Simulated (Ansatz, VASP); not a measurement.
One calculation of Cu, two programs

The input INCAR:

```
SYSTEM = Cu
PREC = Accurate
ENCUT = 520
EDIFF = 1E-6
ISMEAR = 0
SIGMA = 0.15
LREAL = .FALSE.
LASPH = .TRUE.
NELM = 80
ALGO = Normal
ISIF = 2
LWAVE = .FALSE.
LCHARG = .FALSE.
GGA = PS
NBANDS = 12
```

The input KPOINTS:

```
Automatic mesh
0
G
  22 22 22
  0 0 0
```

POSCAR

```
Cu
1.0
    0.0000000000      1.8075000000      1.8075000000
    1.8617250000      0.0000000000      1.8075000000
    1.8617250000      1.8075000000      0.0000000000
Cu
1
Direct
    0.0000000000      0.0000000000      0.0000000000
```

Input for Ansatz:

```yaml
crystal:
  lattice:
    - [0.0, 1.8075, 1.8075]
    - [1.861725, 0.0, 1.8075]
    - [1.861725, 1.8075, 0.0]
  atoms:
    - { symbol: Cu, position: [0.0, 0.0, 0.0] }
basis:
  ecutwfc: 420
kpoints:
  mp_grid: { grid: [22, 22, 22] }
hamiltonian:
  xc: pbesol
scf:
  occupations: { method: gaussian, width: 0.15 }
output:
  forces: true
  stress: true
  eigenvalues: true
  write_density: true
  write_potential: true
  elf: true
  volumetric_format: npy
```

Change from the starting cell: strain +0.0300 x Voigt [1, 0, 0, 0, 0, 0], atoms carried along.

Alike in both runs: task single point; functional PBEsol; k mesh 22 × 22 × 22; occupations gaussian, width 0.15 eV; no spin polarisation.

|  | VASP | Ansatz |
| --- | --- | --- |
| version | VASP 6.6.1 | Ansatz 0.2.0 |
| potentials or method | VASP PAW PBE potentials, release 64 (Cu), cutoff 520 eV | scalar-relativistic, plane waves, PAW |
| valence electrons in the cell | 11 | 19 |

VASP gave:

| Quantity | Value |
| --- | --- |
| gap on the k mesh at the Fermi level (eV) | none |
| pressure (GPa) | -9.5 |
| traceless stress, the component that is largest in VASP (GPa) | -1.16 |

Problem. Which values does Ansatz return?

Solution. gap on the k mesh at the Fermi level (eV): none; pressure (GPa): -10.1; traceless stress, the component that is largest in VASP (GPa): -1.17.

VASP's potentials were made for PBE, not for PBEsol. A gap of «none» marks a metal or a gap that the smearing closes. VASP's potentials hold 11 valence electrons a cell and Ansatz's 19, so a difference there can come from the potentials and not from the codes.
